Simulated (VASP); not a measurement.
Here is a VASP 6.6.1 calculation.

File INCAR:

```
PREC = Accurate ; ENCUT = 910
EDIFF = 1E-6 ; ISMEAR = 0
SIGMA = 0.1 ; LREAL = F
LASPH = T ; NELM = 120
ALGO = Normal ; ISIF = 2
LWAVE = F ; LCHARG = F
GGA = CA ; NBANDS = 11
GGA_COMPAT = F
```

File KPOINTS:

```
Automatic mesh
0
Gamma
  10 10 10
```

POSCAR

```
C
1.0
    0.0000000000      1.7657489861      1.7657489861
    1.7657489861      0.0000000000      1.7657489861
    1.7657489861      1.7657489861      0.0000000000
C
2
Direct
    0.5000000000      0.5000000000      0.5000000000
    0.7500000000      0.7500000000      0.7500000000
```

Potentials or basis: VASP PAW LDA potentials, release 64 (C_h).

Launch:

```bash
$ cat potpaw_LDA.64/C_h/POTCAR > POTCAR
$ mpirun -np 1 vasp_std > vasp.out
```

Question: Predict the pressure.

Answer: 0.8 GPa.

Question: Estimate the band gap on the k mesh.

Answer: 4.21 eV, indirect (least direct gap 5.63 eV).

Caveat: the cutoff is under 1.25 times the usual one of these potentials, so pressure, stress and relaxed cells hold a basis-set (Pulay) error. A hybrid or GW would open this gap; LDA tends to underestimate it.
